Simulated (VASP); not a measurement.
Wanted: the native input for a VASP 6.6.1 run.

```
Task                   : single point
Functional             : PBE
Potentials or basis    : VASP PAW PBE potentials, release 64 (Ta_pv, N)
Cutoff                 : 520 eV
k mesh                 : 18 × 18 × 8
Occupations            : gaussian, width 0.15 eV
Spin                   : no spin polarisation
Dipole correction      : no
Further INCAR settings : ALGO = Normal; EDIFF = 1e-07; NBANDS = 24
```

The structure of TaN lies in POSCAR:

```
TaN
1.0
    3.1089636755      0.0000000000      0.0000000000
   -1.5544818378      2.6924415224      0.0000000000
    0.0000000000      0.0000000000      6.5232275839
Ta N
2 2
Direct
    0.3333333333      0.6666666667      0.0304880884
    0.6666666667      0.3333333333      0.5304880884
    0.3333333333      0.6666666667      0.3545119116
    0.6666666667      0.3333333333      0.8545119116
```

The input as run:

INCAR

```
PREC     = Accurate       # precision mode
ENCUT    = 520            # plane-wave cutoff, eV
EDIFF    = 1E-7           # SCF threshold, eV
ISMEAR   = 0              # smearing method
SIGMA    = 0.15           # smearing width, eV
LREAL    = False          # projectors in reciprocal space
LASPH    = True           # aspherical terms in the spheres
NELM     = 80             # most SCF steps
ALGO     = Normal         # electronic algorithm
ISIF     = 2              # what is computed and relaxed
LWAVE    = False          # write WAVECAR
LCHARG   = False          # write CHGCAR
GGA      = PE             # functional
NBANDS   = 24             # bands
```

KPOINTS

```
regular mesh
0
Gamma
  18 18 8
```

Potentials or basis: VASP PAW PBE potentials, release 64 (Ta_pv, N).

Command:

```console
$ cat potpaw_PBE.64/Ta_pv/POTCAR potpaw_PBE.64/N/POTCAR > POTCAR
$ mpirun -np 1 vasp_std > vasp.out
```

Results of the run:

* Pressure: -11.4 GPa
* Largest force: 0.961 eV/Å
* Band gap on the k mesh: zero (bands 16 and 17 overlap by 0.01 eV)

Caveat: the stress differs along the axes, from -31 to -2 GPa; spin-orbit coupling is left out, which moves the levels of the heavy elements.

Wall time 80 s on 1 thread of Intel(R) Xeon(R) 6975P-C (Granite Rapids), on a shared host, peak memory 0.32 GiB.
